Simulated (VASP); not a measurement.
Set up this calculation in VASP 6.6.1, as the native input.

* Task: single point
* Functional: LDA
* Potentials or basis: VASP PAW LDA potentials, release 64 (Sb)
* Cutoff: 520 eV
* k mesh: 8 × 8 × 8
* Occupations: fermi-dirac, width 0.05 eV
* Spin: no spin polarisation
* Dipole correction: no
* Further INCAR settings: ALGO = Normal; EDIFF = 1e-06; NBANDS = 8

The structure of Sb lies in POSCAR:

```
Sb
1.0
    3.2015837161      0.0000000000      0.0000000000
    0.0000000000      3.2015837161      0.0000000000
    0.0000000000      0.0000000000      3.2015837161
Sb
1
Direct
    0.0000000000      0.0000000000      0.0000000000
```

This cell differs from its parent crystal: volume scaled by 1.04.

One way to write it, as run:

INCAR

```
PREC = Accurate
ENCUT = 520
EDIFF = 1E-6
ISMEAR = -1
SIGMA = 0.05
LREAL = False
LASPH = True
NELM = 60
ALGO = Normal
ISIF = 2
LWAVE = False
LCHARG = False
GGA = CA
NBANDS = 8
```

KPOINTS

```
Automatic mesh
0
Gamma
  8 8 8
```

Potentials or basis: VASP PAW LDA potentials, release 64 (Sb).

Run with:

```sh
$ cat potpaw_LDA.64/Sb/POTCAR > POTCAR
$ mpirun -np 1 vasp_std > vasp.out
```

Results of the run:

| Quantity | Value |
| --- | --- |
| Pressure | -7.0 GPa |

Wall time 5 s on 1 thread of AMD EPYC 7R43 64-Core Processor (Zen 3), with other jobs on the host, peak memory 0.09 GiB.
